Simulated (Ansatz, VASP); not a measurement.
One calculation of CuSn3O8, two programs

```
CELL_PARAMETERS angstrom
4.73735 0.00000 0.00000
0.00000 4.73735 0.00000
0.00000 0.00000 6.37280
ATOMIC_POSITIONS crystal
Cu 0.00173 0.00172 0.00070
Sn 0.00177 0.00170 0.50070
Sn 0.50177 0.50170 0.24688
Sn 0.50171 0.50176 0.75452
O 0.30078 0.30084 0.00071
O 0.30910 0.30920 0.50070
O 0.19331 0.81028 0.24472
O 0.19326 0.81031 0.75666
O 0.70270 0.70259 0.00071
O 0.69434 0.69429 0.50070
O 0.81024 0.19314 0.24475
O 0.81020 0.19318 0.75666
```

Alike in both runs: task single point; functional PBEsol; k mesh 4 × 4 × 3; occupations gaussian, width 0.05 eV; collinear spin; Hubbard terms Cu d U = 5.0 eV.

|  | VASP | Ansatz |
| --- | --- | --- |
| version | VASP 6.6.1 | Ansatz 0.2.0 |
| potentials or method | VASP PAW PBE potentials, release 64 (Cu, Sn_d, O), cutoff 520 eV | scalar-relativistic, plane waves, PAW |
| valence electrons in the cell | 101 | 109 |

|  | VASP | Ansatz | Ansatz less VASP |
| --- | --- | --- | --- |
| gap on the k mesh at the Fermi level (eV) | none | none | - |
| pressure (GPa) | -2.6 | -2.3 | +0.24 |
| traceless stress, the component that is largest in VASP (GPa) | -0.42 | -0.33 | +0.091 |
| rms of the force components (eV/Å) | 0.100 | 0.001 | -0.0988 |
| net moment per atom (μB) | 0.25 | 0.23 | -0.015 |
| size of the moment on the site where the two differ most (μB) | 0.95 | 0.89 | -0.063 |

VASP's potentials were made for PBE, not for PBEsol. Site moments also hang on the region over which each program counts them. The programs project onto different local orbitals, so the same U acts differently, and such runs can settle in different states. Atom by atom the forces differ by 0.100 eV/Å (rms over components). A gap of «none» marks a metal or a gap that the smearing closes. VASP's potentials hold 101 valence electrons a cell and Ansatz's 109, so a difference there can come from the potentials and not from the codes. Ansatz's warnings: filled band counts differ across k points.
